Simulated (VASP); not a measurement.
TePb, 2 atoms in the cell. The structure is cubic, space group F-43m (No. 216). Conventional cell: a = 7.283 Å, b = 7.283 Å, c = 7.283 Å, α = 90.00°, β = 90.00°, γ = 90.00°. Pb (site symmetry -43m) has 4 Te at 3.15 Å within 4.1 Å. Within 4.1 Å of Te (site symmetry -43m) lie 4 Pb at 3.15 Å. 

- Program: VASP 6.6.1
- Task: single point
- Functional: PBE
- Potentials or basis: VASP PAW PBE potentials, release 64 (Pb_d, Te)
- Cutoff: 520 eV
- k mesh: 4 × 4 × 4
- Occupations: gaussian, width 0.01 eV
- Spin: no spin polarisation
- Dipole correction: no
- Further INCAR settings: ALGO = Normal; EDIFF = 1e-06; NBANDS = 17

Potentials or basis: VASP PAW PBE potentials, release 64 (Pb_d, Te).

Command:

```bash
$ cat potpaw_PBE.64/Pb_d/POTCAR potpaw_PBE.64/Te/POTCAR > POTCAR
$ mpirun -np 1 vasp_std > vasp.out
```

Hardware: 1 thread of Intel(R) Xeon(R) 6975P-C (Granite Rapids) (shared host).

Question: How long does it take, and how much memory?

Answer: It took 17 s on 1 thread of Intel(R) Xeon(R) 6975P-C (Granite Rapids), on a shared host, peak memory 0.23 GiB. Counts: scf iterations 14, k points 8.
